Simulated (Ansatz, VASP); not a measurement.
# GaN in VASP and in Ansatz

```
CELL_PARAMETERS angstrom
3.18000 0.00000 0.00000
-1.59000 2.75396 0.00000
0.00000 0.00000 5.16600
ATOMIC_POSITIONS crystal
Ga 0.66667 0.33333 0.50000
Ga 0.33333 0.66667 0.00000
N 0.66667 0.33333 0.87500
N 0.33333 0.66667 0.37500
```

Alike in both runs: task relaxation of cell and atoms; functional revPBE; dispersion D4; k mesh 10 × 10 × 5; occupations fermi-dirac, width 0.05 eV; no spin polarisation.

```csv
,VASP,Ansatz
version,VASP 6.6.1,Ansatz 0.2.0
potentials or method,"VASP PAW PBE potentials, release 64 (Ga_d, N)",Ansatz PAW
plane-wave cutoff (eV),600,420
valence electrons in the cell,36,36
```

```csv
,VASP,Ansatz,Ansatz less VASP
relaxed volume (Å³/atom),11.21,11.23,+0.018
relaxed cell length with the largest relative difference (Å),3.166,3.169,+0.0023
```

VASP's potentials were made for PBE, not for revPBE.

Noted on Ansatz's run: odd divisions of the mesh miss points on the zone boundary, where band edges often lie, so the gap on the mesh can be too wide; the plane-wave basis is chosen anew once the cell has moved, so the energies of steps on either side of that aren't comparable.
